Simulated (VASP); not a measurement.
Wanted: the native input for a VASP 6.6.1 run.

| Property | Result |
| --- | --- |
| Task | single point |
| Functional | PBE |
| Dispersion | D3(BJ) |
| Potentials or basis | VASP PAW PBE potentials, release 64 (Sn_d, O) |
| Cutoff | 520 eV |
| k mesh | 12 × 12 × 10 |
| Occupations | gaussian, width 0.1 eV |
| Spin | no spin polarisation |
| Dipole correction | no |
| Further INCAR settings | ALGO = Normal; EDIFF = 1e-06; NBANDS = 28 |

The structure of SnO lies in POSCAR:

```
SnO
1.0
    3.7449483607      0.0000000000      0.0000000000
    0.0000000000      3.7449483607      0.0000000000
    0.0000000000      0.0000000000      4.3957267203
Sn O
2 2
Direct
    0.5000000000      0.0000000000      0.2655413054
    0.0000000000      0.5000000000      0.7344586946
    0.0000000000      0.0000000000      0.0000000000
    0.5000000000      0.5000000000      0.0000000000
```

One way to write it, as run:

INCAR

```
SYSTEM = SnO
PREC = Accurate
ENCUT = 520
EDIFF = 1E-6
ISMEAR = 0
SIGMA = 0.1
LREAL = .FALSE.
LASPH = .TRUE.
NELM = 100
ALGO = Normal
ISIF = 2
LWAVE = .FALSE.
LCHARG = .TRUE.
GGA = PE
IVDW = 12
LELF = .TRUE.
LVHAR = .TRUE.
NBANDS = 28
```

KPOINTS

```
regular mesh
0
G
  12 12 10
  0 0 0
```

Potentials or basis: VASP PAW PBE potentials, release 64 (Sn_d, O).

Run with:

```bash
$ cat potpaw_PBE.64/Sn_d/POTCAR potpaw_PBE.64/O/POTCAR > POTCAR
$ mpirun -np 1 vasp_std > vasp.out
```

It gave:

```json
{"Pressure": "6.8 GPa", "Largest force": "0.086 eV/Å", "Band gap on the k mesh": "zero (bands 20 and 21 overlap by 0.82 eV)", "Dispersion energy per atom": "-0.268 eV"}
```

Caveat: the cell stands under pressure; spin-orbit coupling is left out, which moves the levels of the heavy elements.

Run time: 100 s on 1 thread of Intel(R) Xeon(R) 6975P-C (Granite Rapids), with other jobs on the host, peak memory 0.35 GiB.
